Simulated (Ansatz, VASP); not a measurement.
# Co: VASP beside Ansatz

```
Co
1.0
    -1.40530    1.40530    1.40530
     1.40530   -1.40530    1.40530
     1.40530    1.40530   -1.40530
Co
1
Cartesian
  0.0000 0.0000 0.0000
```

Alike in both runs: functional PBE; k mesh 28 × 28 × 28; occupations gaussian, width 0.1 eV; collinear spin.

Ansatz relaxed the structure, and its values are those at the end. VASP's run is a single point on that final structure, the one shown.

```csv
,VASP,Ansatz
version,VASP 6.6.1,Ansatz 0.2.0
potentials or method,"VASP PAW PBE potentials, release 64 (Co), cutoff 520 eV","scalar-relativistic, plane waves, PAW"
valence electrons in the cell,9,17
```

Ansatz gave:

- gap on the k mesh at the Fermi level (eV): none
- pressure (GPa): 0.0
- net moment per atom (μB): 1.76
- size of the moment on the site where the two differ most (μB): 1.83

Which values does VASP return?

gap on the k mesh at the Fermi level (eV): none; pressure (GPa): -0.7; net moment per atom (μB): 1.75; size of the moment on the site where the two differ most (μB): 1.77.

Site moments also hang on the region over which each program counts them. A gap of «none» marks a metal or a gap that the smearing closes. VASP's potentials hold 9 valence electrons a cell and Ansatz's 17, so a difference there can come from the potentials and not from the codes.
